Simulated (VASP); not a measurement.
# Mo: single point with PBEsol

Crystal: Mo.

```
Mo
1.0
     2.97487    0.00000    0.00000
    -1.48743    2.57631    0.00000
     0.00000    0.00000    2.55518
Mo
1
Direct
  0.00000 0.00000 0.50000
```

This cell differs from its parent crystal: strain +0.0875 x Voigt [1, 1, 0, 0, 0, 0].

```json
{
  "Program": "VASP 6.6.1",
  "Task": "single point",
  "Functional": "PBEsol",
  "Potentials or basis": "VASP PAW PBE potentials, release 64 (Mo_sv)",
  "Cutoff": "520 eV",
  "k mesh": "18 × 18 × 18",
  "Occupations": "gaussian, width 0.15 eV",
  "Spin": "no spin polarisation"
}
```

```yaml
Pressure: -27.4 GPa
Band_gap_on_the_k_mesh: zero (band 7 reaches 9.50 eV, above the bottom of band 8 at 8.25 eV)
```

Stress tensor (GPa, compression positive):
```
-28.81   0.00   0.00
  0.00 -28.81   0.00
  0.00   0.00 -24.44
```

Levels at points of the mesh, in eV from the Fermi level:
| k point | band 5 | band 6 | band 7 | band 8 | band 9 | band 10 |
| --- | --- | --- | --- | --- | --- | --- |
| (0.00, 0.00, 0.00) | -6.07 | -3.58 | -0.68 | -0.68 | 3.67 | 3.67 |
| (0.50, 0.00, 0.00) | -3.87 | -3.03 | 0.51 | 1.89 | 3.10 | 3.29 |
| (0.00, 0.00, 0.50) | -2.69 | 0.03 | 0.03 | 0.26 | 0.26 | 0.69 |
| (0.50, 0.00, 0.50) | -4.22 | -2.09 | -0.83 | 3.54 | 5.25 | 6.25 |

Wall time 21 s on 1 thread of Intel(R) Xeon(R) 6975P-C (Granite Rapids), with other jobs on the host, peak memory 0.2 GiB.

Caveat: the cell differs from its parent crystal (strain +0.0875 x Voigt [1, 1, 0, 0, 0, 0]); the PAW data sets were made with another functional, which shifts forces and pressure a little.
